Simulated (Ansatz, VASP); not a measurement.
# GaN: VASP beside Ansatz

The input INCAR:

```
SYSTEM = GaN
PREC     = Accurate       ! precision mode
ENCUT    = 600            ! plane-wave cutoff, eV
EDIFF    = 1E-6           ! SCF threshold, eV
ISMEAR   = -1             ! smearing method
SIGMA    = 0.05           ! smearing width, eV
LREAL    = .FALSE.        ! projectors in reciprocal space
LASPH    = .TRUE.         ! aspherical terms in the spheres
NELM     = 80             ! most SCF steps
ALGO     = Normal         ! electronic algorithm
ISIF     = 3              ! what is computed and relaxed
LWAVE    = .FALSE.        ! write WAVECAR
LCHARG   = .FALSE.        ! write CHGCAR
GGA      = RP             ! functional
IBRION   = 2              ! ionic algorithm
NSW      = 60             ! ionic steps
EDIFFG   = -0.01          ! ionic threshold
```

KPOINTS

```
Automatic mesh
0
G
  11 11 11
  0 0 0
```

The input POSCAR:

```
GaN
1.0
    0.0000000000      2.1352350000      2.1352350000
    2.1352350000      0.0000000000      2.1352350000
    2.1352350000      2.1352350000      0.0000000000
Ga N
1 1
Direct
    0.0000000000      0.0000000000      0.0000000000
    0.5000000000      0.5000000000      0.5000000000
```

Contents of input.yaml:

```yaml
crystal:
  lattice:
    - [0.0, 2.135235, 2.135235]
    - [2.135235, 0.0, 2.135235]
    - [2.135235, 2.135235, 0.0]
  atoms:
    - { symbol: Ga, position: [0.0, 0.0, 0.0] }
    - { symbol: "N", position: [0.5, 0.5, 0.5] }
hamiltonian:
  xc: rpbe
  pseudopotentials: { kind: paw }
kpoints:
  mp_grid: { grid: [11, 11, 11] }
scf:
  occupations: { method: fermi_dirac, width: 0.05 }
output:
  forces: true
  stress: true
  eigenvalues: true
  write_density: true
  write_potential: true
  elf: true
  volumetric_format: npy
relax:
  f_tol: 0.01
  max_steps: 40
  cell: { stress_tol: 0.05 }
```

Alike in both runs: task relaxation of cell and atoms; functional RPBE; k mesh 11 × 11 × 11; occupations fermi-dirac, width 0.05 eV; no spin polarisation.

```csv
,VASP,Ansatz
version,VASP 6.6.1,Ansatz 0.2.0
potentials or method,"VASP PAW PBE potentials, release 64 (Ga_d, N)",Ansatz PAW
plane-wave cutoff (eV),600,420
valence electrons in the cell,18,18
```

```csv
,VASP,Ansatz,Ansatz less VASP
"gap on the k mesh at the Fermi level, each at its own relaxed structure (eV)",0.49,0.53,+0.039
relaxed volume (Å³/atom),9.98,9.94,-0.044
relaxed cell length with the largest relative difference (Å),3.045,3.040,-0.0045
```

VASP's potentials were made for PBE, not for RPBE.

Noted on Ansatz's run: odd divisions of the mesh miss points on the zone boundary, where band edges often lie, so the gap on the mesh can be too wide; the plane-wave basis is chosen anew once the cell has moved, so the energies of steps on either side of that aren't comparable.
